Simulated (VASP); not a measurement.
# TePb (CsCl type) (Pm-3m) in VASP: notebook, part 2 of 2

VASP 6.6.1. The steps go on from the part before.

### 4 Single point, PBE (volume scaled by 0.64)

INCAR

```
ALGO     = Normal         # electronic algorithm
EDIFF    = 1E-6           # SCF threshold, eV
ENCUT    = 520            # plane-wave cutoff, eV
GGA      = PE             # functional
ISIF     = 2              # what is computed and relaxed
ISMEAR   = -1             # smearing method
LASPH    = True           # aspherical terms in the spheres
LCHARG   = False          # write CHGCAR
LREAL    = False          # projectors in reciprocal space
LWAVE    = False          # write WAVECAR
NBANDS   = 17             # bands
NELM     = 100            # most SCF steps
PREC     = Accurate       # precision mode
SIGMA    = 0.1            # smearing width, eV
```

KPOINTS

```
k-points
0
Gamma
  11 11 11
```

POSCAR

```
TePb
1.0
    3.4438078224      0.0000000000      0.0000000000
    0.0000000000      3.4438078224      0.0000000000
    0.0000000000      0.0000000000      3.4438078224
Pb Te
1 1
Direct
    0.0000000000      0.0000000000      0.0000000000
    0.5000000000      0.5000000000      0.5000000000
```

Potentials or basis: VASP PAW PBE potentials, release 64 (Pb_d, Te).

Run with:

```console
$ cat potpaw_PBE.64/Pb_d/POTCAR potpaw_PBE.64/Te/POTCAR > POTCAR
$ mpirun -np 1 vasp_std > vasp.out
```

OUTCAR:

```text
EDIFF = 1E-6
   ENCUT = 520
   GGA = PE
   ISIF = 2
   ISMEAR = -1
   LASPH = True
   LREAL = False
   NELM = 100
   PREC = Accurate

 ion  position               nearest neighbor table
   1  0.000  0.000  0.000-   2 2.98   2 2.98   2 2.98   2 2.98   2 2.98   2 2.98   2 2.98   2 2.98

   2  0.500  0.500  0.500-   1 2.98   1 2.98   1 2.98   1 2.98   1 2.98   1 2.98   1 2.98   1 2.98

  LATTYP: Found a simple cubic cell.
 ALAT       =     3.4438078224

  Lattice vectors:

 A1 = (   3.4438078224,   0.0000000000,   0.0000000000)
 A2 = (   0.0000000000,   3.4438078224,   0.0000000000)
 A3 = (   0.0000000000,   0.0000000000,   3.4438078224)

Analysis of symmetry for initial positions (statically):
=====================================================================
 Subroutine PRICEL returns:
 Original cell was already a primitive cell.

 Routine SETGRP: Setting up the symmetry group for a
 simple cubic supercell.

 Subroutine GETGRP returns: Found 48 space group operations
 (whereof 48 operations were pure point group operations)
 out of a pool of 48 trial point group operations.

The static configuration has the point symmetry O_h .

Analysis of symmetry for dynamics (positions and initial velocities):
=====================================================================
 Subroutine PRICEL returns:
 Original cell was already a primitive cell.

 Routine SETGRP: Setting up the symmetry group for a
 simple cubic supercell.

 Subroutine GETGRP returns: Found 48 space group operations
 (whereof 48 operations were pure point group operations)
 out of a pool of 48 trial point group operations.

The dynamic configuration has the point symmetry O_h .

 Subroutine INISYM returns: Found 48 space group operations
 (whereof 48 operations are pure point group operations),
 and found     1 'primitive' translations

----------------------------------------------------------------------------------------

                                     Primitive cell

  volume of cell :      40.8429

  direct lattice vectors                    reciprocal lattice vectors
     3.443807822  0.000000000  0.000000000     0.290376250  0.000000000  0.000000000
     0.000000000  3.443807822  0.000000000     0.000000000  0.290376250  0.000000000
     0.000000000  0.000000000  3.443807822     0.000000000  0.000000000  0.290376250

  length of vectors
     3.443807822  3.443807822  3.443807822     0.290376250  0.290376250  0.290376250

  position of ions in fractional coordinates (direct lattice)
     0.000000000  0.000000000  0.000000000
     0.500000000  0.500000000  0.500000000

  ion indices of the primitive-cell ions
   primitive index   ion index
                 1           1
                 2           2

----------------------------------------------------------------------------------------

 KPOINTS: k-points

Automatic generation of k-mesh.
 Grid dimensions read from file:
 generate k-points for:   11   11   11

 Generating k-lattice:

  Cartesian coordinates                     Fractional coordinates (reciprocal lattice)
     0.026397841  0.000000000  0.000000000     0.090909091  0.000000000  0.000000000
     0.000000000  0.026397841  0.000000000     0.000000000  0.090909091  0.000000000
     0.000000000  0.000000000  0.026397841     0.000000000  0.000000000  0.090909091

  Length of vectors
     0.026397841  0.026397841  0.026397841

  Shift w.r.t. Gamma in fractional coordinates (k-lattice)
     0.000000000  0.000000000  0.000000000

 Subroutine IBZKPT returns following result:
 ===========================================

 Found     56 irreducible k-points:

 Following reciprocal coordinates:
            Coordinates               Weight
  0.000000  0.000000  0.000000      1.000000
  0.090909  0.000000  0.000000      6.000000
  0.181818  0.000000  0.000000      6.000000
  0.272727  0.000000  0.000000      6.000000
  0.363636  0.000000  0.000000      6.000000
  0.454545  0.000000  0.000000      6.000000
[... 16 lines left out ...]
  0.181818  0.090909  0.090909     24.000000
  0.272727  0.090909  0.090909     24.000000
 [... further k-points ...]
   k-points           NKPTS =     56   k-points in BZ     NKDIM =     56   number of bands    NBANDS=     17
   number of dos      NEDOS =    301   number of ions     NIONS =      2
   total plane-waves  NPLWV =  21952
   dimension x,y,z NGX =    28 NGY =   28 NGZ =   28
   dimension x,y,z NGXF=    56 NGYF=   56 NGZF=   56
   ions per type =               1   1
   NGX,Y,Z   is equivalent  to a cutoff of  13.52, 13.52, 13.52 a.u.
   NGXF,Y,Z  is equivalent  to a cutoff of  27.03, 27.03, 27.03 a.u.
 SYSTEM =  unknown system
   PREC   = accura    normal or accurate (medium, high low for compatibility)
   ISTART =      0    job   : 0-new  1-cont  2-samecut
   ICHARG =      2    charge: 1-file 2-atom 10-const
   ISPIN  =      1    spin polarized calculation?
   LNONCOLLINEAR =      F non collinear calculations
   LSORBIT =      F    spin-orbit coupling
   LASPH  =      T    aspherical Exc in radial PAW
   ENCUT  =  520.0 eV  38.22 Ry    6.18 a.u.   6.40  6.40  6.40*2*pi/ulx,y,z
   NELM   =    100;   NELMIN=  2; NELMDL= -5     # of ELM steps
   EDIFF  = 0.1E-05   stopping-criterion for ELM
   LREAL  =      F    real-space projection
   EDIFFG = 0.1E-04   stopping-criterion for IOM
   NSW    =      0    number of steps for IOM
   IBRION =     -1    ionic relax: 0-MD 1-quasi-New 2-CG
   NFREE  =      0    steps in history (QN), initial steepest desc. (CG)
   ISIF   =      2    stress and relaxation
   ISYM   =      2    0-nonsym 1-usesym 2-fastsym
   POTIM  = 0.5000    time-step for ionic-motion
   TEBEG  =    0.0;   TEEND  =   0.0 temperature during run
   PSTRESS=    0.0 pullay stress
   NELECT =      20.0000    total number of electrons
   NUPDOWN=      -1.0000    fix difference up-down
   EMIN   =  10.00;   EMAX   =-10.00  energy-range for DOS
   EFERMI =   0.00;   METHOD = LEGACY
   ISMEAR =    -1;   SIGMA  =   0.10  broadening in eV -4-tet -1-fermi 0-gaus
   EFERMI_NEDOS =   21; number of points for ismear=-14 and -15
   IALGO  =     38    algorithm
   IMIX   =      4    mixing-type and parameters
     AMIX     =   0.40;   BMIX     =  1.00
     AMIX_MAG =   1.60;   BMIX_MAG =  1.00
  volume/ion in A,a.u.               =      20.42       137.81
  Fermi-wavevector in a.u.,A,eV,Ry     =   1.290365  2.438436 22.654271  1.665042
  Thomas-Fermi vector in A             =   2.422201
   LORBIT       =      0    0 simple, 1 ext, 2 COOP (PROOUT), +10 PAW based schemes
   GGA     = PE    functional components
   LHFCALC =     F    Hartree Fock is set to
   AEXX    =    0.0000 exact exchange contribution
   IVDW    =     0    specifies the selected vdW correction
   LEPSILON=     F    determine dielectric tensor
   LRPA    =     F    only Hartree local field effects (RPA)
 non-spin polarized calculation
  energy-cutoff  :      520.00
  volume of cell :       40.84
 maximum number of plane-waves:      1141
 NGX is ok and might be reduce to    28
   NGX = 13   NGY = 13   NGZ = 13

 number of electron      19.9999993 magnetization

 Free energy of the ion-electron system (eV)
  ---------------------------------------------------
  ext. energy  EPLUGINS =         0.00000000
  ---------------------------------------------------
  free energy    TOTEN  =        -4.76203289 eV

  energy without entropy =       -4.73257288  energy(sigma->0) =       -4.74730289

 E-fermi :  12.9092     XC(G=0): -11.9091

 val. band max:       12.9070363519   @ k =   0.3636   0.3636   0.0000
 cond. band min:      12.9657278987   @ k =   0.1818   0.0909   0.0909
 fundamental gap:      0.0586915468
 Fermi energy:        12.9092288363

 k-point     1 :       0.0000    0.0000    0.0000
  band No.  band energies     occupation
      1      -4.7956      2.00000
      2      -4.7956      2.00000
      3      -4.4510      2.00000
      4      -4.4510      2.00000
      5      -4.4510      2.00000
      6      -3.3002      2.00000
[... 9 lines left out ...]
     16      24.4040      0.00000
     17      24.4040      0.00000

 k-point     2 :       0.0909    0.0000    0.0000
  band No.  band energies     occupation
      1      -4.7937      2.00000
      2      -4.7734      2.00000
      3      -4.4629      2.00000
      4      -4.4629      2.00000
      5      -4.4504      2.00000
      6      -3.1890      2.00000
[... 9 lines left out ...]
     16      23.7586      0.00000
     17      24.1766      0.00000
[... 421 lines left out ...]
 k-point    24 :       0.2727    0.0909    0.0909
  band No.  band energies     occupation
      1      -4.7469      2.00000
      2      -4.6226      2.00000
      3      -4.5756      2.00000
      4      -4.5479      2.00000
      5      -4.4677      2.00000
      6      -2.0547      2.00000
[... 9 lines left out ...]
     16      22.6564      0.00000
     17      23.1916      0.00000

 [... further k-points ...]
[... 5 lines left out ...]
  --------------------------------------------------------------------------------------
  -------------------------------------------------------------------------------------
  Total       12.5702645     12.5702645     12.5702645     -0.0000000      0.0000000     -0.0000000
  in kB      493.1037151    493.1037151    493.1037151     -0.0000000      0.0000000     -0.0000000
  external PRESSURE =     493.1037151 kB  Pullay stress =       0.0000000 kB

 VOLUME and BASIS-vectors are now :
 -----------------------------------------------------------------------------
  energy-cutoff  :      520.00
  volume of cell :       40.84
      direct lattice vectors                 reciprocal lattice vectors
     3.443807822  0.000000000  0.000000000     0.290376250  0.000000000  0.000000000
     0.000000000  3.443807822  0.000000000     0.000000000  0.290376250  0.000000000
     0.000000000  0.000000000  3.443807822     0.000000000  0.000000000  0.290376250

 POSITION                                       TOTAL-FORCE (eV/Angst)
 -----------------------------------------------------------------------------------
      0.00000      0.00000      0.00000         0.000000      0.000000      0.000000
      1.72190      1.72190      1.72190         0.000000      0.000000      0.000000
 -----------------------------------------------------------------------------------
    total drift:                               -0.000000      0.000000     -0.000000

  FREE ENERGIE OF THE ION-ELECTRON SYSTEM (eV)
  ---------------------------------------------------
  free  energy   TOTEN  =        -4.7620328934 eV

  energy  without entropy=       -4.7325728834  energy(sigma->0) =       -4.74730289
```

Wall time 19 s (1 thread of AMD EPYC 9R45 (Zen 5), shared host); peak memory 0.15 GiB.

Results:

* Free energy: -4.7620 eV
* Pressure: 49.3 GPa
* Band gap on the k mesh: zero (band 10 reaches 14.01 eV, above the bottom of band 11 at 10.39 eV)

Levels at points of the mesh, in eV from the Fermi level:
```csv
k point,band 7,band 8,band 9,band 10,band 11,band 12,band 13,band 14
"(0.00, 0.00, 0.00)",-5.02,-2.95,-2.95,-2.95,3.18,3.18,8.86,8.86
```

Caveat: spin-orbit coupling is left out, which moves the levels of the heavy elements.
